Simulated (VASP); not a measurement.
Runs of VASP 6.6.1 on LiB2. The structure is that of space group P-6m2 (No. 187), or close to it. The cells are those of the table. 

```csv
task,cell,k mesh,cutoff (eV),gap on the mesh (eV),pressure (GPa),relaxed volume (Å³/atom),largest force (eV/Å)
relaxation of cell and atoms,"relaxed from a = 2.236, b = 2.236, c = 5.317 Å, angles 90.0, 90.0, 120.0°, 3 atoms",24 × 24 × 10,600,none,-0.1,7.63,0.01
single point,"a = 2.841, b = 2.841, c = 4.478 Å, angles 90.0, 90.0, 120.0°, 3 atoms",6 × 6 × 4,520,none,-,-,3.29
single point,"a = 2.268, b = 2.268, c = 5.294 Å, angles 90.0, 90.0, 120.0°, 3 atoms",6 × 6 × 4,520,none,-,-,-
relaxation of cell and atoms,"relaxed from a = 2.841, b = 2.841, c = 4.478 Å, angles 90.0, 90.0, 120.0°, 3 atoms",6 × 6 × 4,600,none,0.3,(a),0.03
single point,"a = 2.225, b = 2.225, c = 5.332 Å, angles 90.0, 90.0, 120.0°, 3 atoms",24 × 24 × 10,520,none,-,-,0.01
single point,"a = 2.236, b = 2.236, c = 5.317 Å, angles 90.0, 90.0, 120.0°, 3 atoms",12 × 12 × 4,520,none,-,-,0.01
relaxation of cell and atoms,"relaxed from a = 2.268, b = 2.268, c = 5.294 Å, angles 90.0, 90.0, 120.0°, 3 atoms",12 × 12 × 4,600,none,-0.7,-,0.03
```

Alike in all rows: level PBE; potentials or basis VASP PAW PBE potentials, release 64 (Li_sv, B); no spin polarisation; smearing gaussian 0.1 eV.

Problem. Fill in the values left out.

Solution. (a) 7.82.

Caveats: some runs use coarse meshes; the cutoff is under 1.25 times the usual one of these potentials, so pressure, stress and relaxed cells hold a basis-set (Pulay) error; forces of over 1 eV/Å act on the atoms, so gaps and moduli don't describe the material at rest (some runs); the volume moved by over 15 % at a fixed basis, so the end points are rough (some runs).

A gap of «none» marks levels without a gap at the run's occupations.
